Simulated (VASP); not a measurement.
Sn: single point with LDA

The system is Sn.

```xyz
1
Lattice="-1.7265 1.7755 2.3383 1.7265 -1.7755 2.3383 1.7265 1.7755 -2.3383" Properties=species:S:1:pos:R:3 pbc="T T T"
Sn    0.0000    0.0000    0.0000
```

* Program: VASP 6.6.1
* Task: single point
* Functional: LDA
* Potentials or basis: VASP PAW LDA potentials, release 64 (Sn_d)
* Cutoff: 520 eV
* k mesh: 6 × 6 × 6
* Occupations: methfessel-paxton, width 0.05 eV
* Spin: no spin polarisation
* Dipole correction: no
* Further INCAR settings: ALGO = Normal; EDIFF = 1e-06; NBANDS = 13

```json
{"Pressure": "-3.9 GPa", "Band gap on the k mesh": "zero (band 7 reaches 14.16 eV, above the bottom of band 8 at 5.34 eV)"}
```

Stress tensor (GPa, compression positive):
```
-5.05  0.00  0.00
 0.00 -1.47  0.00
 0.00  0.00 -5.14
```

Levels at points of the mesh, in eV from the Fermi level:
| k point | band 4 | band 5 | band 6 | band 7 | band 8 | band 9 | band 10 | band 11 |
| --- | --- | --- | --- | --- | --- | --- | --- | --- |
| (0.00, 0.00, 0.00) | -21.48 | -21.45 | -10.90 | 6.80 | 6.95 | 7.34 | 10.61 | 11.08 |
| (0.50, 0.00, 0.00) | -21.41 | -21.39 | -7.01 | -4.48 | 5.05 | 5.79 | 9.63 | 10.07 |
| (0.00, 0.50, 0.00) | -21.40 | -21.39 | -6.76 | -4.42 | 4.63 | 5.49 | 9.14 | 9.62 |
| (0.50, 0.50, 0.00) | -21.39 | -21.37 | -5.40 | -3.66 | 1.91 | 2.29 | 5.48 | 5.91 |
| (0.50, 0.50, 0.50) | -21.38 | -21.37 | -4.65 | -3.17 | 1.07 | 1.70 | 4.59 | 5.45 |

Wall time 12 s on 1 thread of Intel Xeon 8259CL, on a shared host, peak memory 0.15 GiB.

Caveat: the k points lie up to 0.42 Å⁻¹ apart; spin-orbit coupling is left out, which moves the levels of the heavy elements.
